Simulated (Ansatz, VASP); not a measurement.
Two plane-wave programs on GaN

```xyz
2
Lattice="0.0000 2.1815 2.1815 2.1815 0.0000 2.1815 2.1815 2.1815 0.0000" Properties=species:S:1:pos:R:3 pbc="T T T"
Ga    0.0000    0.0000    0.0000
N     1.0907    1.0907    1.0907
```

Change from the starting cell: hydrostatic strain -3.0%.

Alike in both runs: task single point; functional PBE; k mesh 10 × 10 × 10; occupations fermi-dirac, width 0.02 eV; no spin polarisation.

|  | VASP | Ansatz |
| --- | --- | --- |
| version | VASP 6.6.1 | Ansatz 0.2.0 |
| potentials or method | VASP PAW PBE potentials, release 64 (Ga_d, N) | plane waves, PAW |
| plane-wave cutoff (eV) | 520 | 420 |
| valence electrons in the cell | 18 | 18 |

Ansatz gave:

- gap on the k mesh at the Fermi level (eV): 2.34
- pressure (GPa): 28.3

Estimate VASP's values.

gap on the k mesh at the Fermi level (eV): 2.35; pressure (GPa): 28.2.

Both programs put the cell under a high pressure, so it lies far from rest at this level.
